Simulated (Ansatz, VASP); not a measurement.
**CdTe in VASP and in Ansatz**

INCAR

```
PREC     = Accurate       # precision mode
ENCUT    = 600            # plane-wave cutoff, eV
EDIFF    = 1E-6           # SCF threshold, eV
ISMEAR   = -1             # smearing method
SIGMA    = 0.05           # smearing width, eV
LREAL    = False          # projectors in reciprocal space
LASPH    = True           # aspherical terms in the spheres
NELM     = 80             # most SCF steps
ALGO     = Normal         # electronic algorithm
ISIF     = 3              # what is computed and relaxed
LWAVE    = False          # write WAVECAR
LCHARG   = False          # write CHGCAR
GGA      = B5             # functional
ALDAX    = 1.0          
AGGAX    = 1.0          
AGGAC    = 1.0          
ALDAC    = 0.0          
IVDW     = 12             # dispersion correction
VDW_S6   = 1.0          
VDW_S8   = 2.6996       
VDW_A1   = 0.4298       
VDW_A2   = 4.2359       
IBRION   = 2              # ionic algorithm
NSW      = 80             # ionic steps
EDIFFG   = -0.005         # ionic threshold
```

KPOINTS

```
regular mesh
0
Gamma
  7 7 7
```

File POSCAR:

```
CdTe
1.0
    0.0000000000      3.2050000000      3.2050000000
    3.2050000000      0.0000000000      3.2050000000
    3.2050000000      3.2050000000      0.0000000000
Te Cd
1 1
Direct
    0.7500000000      0.7500000000      0.7500000000
    0.0000000000      0.0000000000      0.0000000000
```

File input.yaml:

```yaml
crystal:
  lattice:
    - [0.0, 3.205, 3.205]
    - [3.205, 0.0, 3.205]
    - [3.205, 3.205, 0.0]
  atoms:
    - { symbol: Te, position: [0.75, 0.75, 0.75] }
    - { symbol: Cd, position: [0.0, 0.0, 0.0] }
kpoints:
  mp_grid: { grid: [7, 7, 7] }
scf:
  occupations: { method: fermi_dirac, width: 0.05 }
hamiltonian:
  xc: blyp
  dispersion: d3bj
  pseudopotentials: { kind: all_electron, lapw: { basis_error: 0.001 } }
output:
  forces: true
  stress: true
relax:
  f_tol: 0.005
  max_steps: 60
  cell: {}
```

Alike in both runs: task relaxation of cell and atoms; functional BLYP; dispersion D3(BJ); k mesh 7 × 7 × 7; occupations fermi-dirac, width 0.05 eV; no spin polarisation.

|  | VASP | Ansatz |
| --- | --- | --- |
| version | VASP 6.6.1 | Ansatz 0.2.0 |
| potentials or method | VASP PAW PBE potentials, release 64 (Te, Cd), cutoff 600 eV | all-electron LAPW, scalar-relativistic |

Ansatz gave:

* relaxed volume (Å³/atom): 34.52
* relaxed cell length with the largest relative difference (Å): 4.605

Estimate VASP's values.

relaxed volume (Å³/atom): 34.72; relaxed cell length with the largest relative difference (Å): 4.613.

VASP's potentials were made for PBE, not for BLYP. Ansatz ran all-electron here, and VASP with PAW potentials.

Neither program's run includes spin-orbit coupling.
